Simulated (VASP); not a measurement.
CsRe, 2 atoms in the cell. It takes space group F-43m (No. 216, cubic). Conventional cell: a = 6.254 Å, b = 6.254 Å, c = 6.254 Å, α = 90.00°, β = 90.00°, γ = 90.00°. Cs (site symmetry -43m) has 4 Re at 2.71 Å within 3.6 Å. Within 3.6 Å of Re (site symmetry -43m) lie 4 Cs at 2.71 Å. 

| Quantity | Value |
| --- | --- |
| Program | VASP 6.6.1 |
| Task | relaxation of cell and atoms |
| Functional | PBE |
| Potentials or basis | VASP PAW PBE potentials, release 64 (Cs_sv, Re) |
| Cutoff | 600 eV |
| k mesh | 16 × 16 × 16 |
| Occupations | gaussian, width 0.1 eV |
| Spin | no spin polarisation |
| Dipole correction | no |
| Further INCAR settings | ALGO = Normal; EDIFF = 1e-07; IBRION = 2; EDIFFG = -0.01; NSW = 100; ISIF = 3 |

Potentials or basis: VASP PAW PBE potentials, release 64 (Cs_sv, Re).

The run is started by

```bash
$ cat potpaw_PBE.64/Cs_sv/POTCAR potpaw_PBE.64/Re/POTCAR > POTCAR
$ mpirun -np 1 vasp_std > vasp.out
```

Hardware: 1 thread of Intel(R) Xeon(R) 6975P-C (Granite Rapids), on a shared host.

Problem. Estimate the wall time of this run.

Solution. It took 3.5 min on 1 thread of Intel(R) Xeon(R) 6975P-C (Granite Rapids) (shared host), peak memory 0.32 GiB. Counts: scf iterations 43, k points 145, ion steps 4.
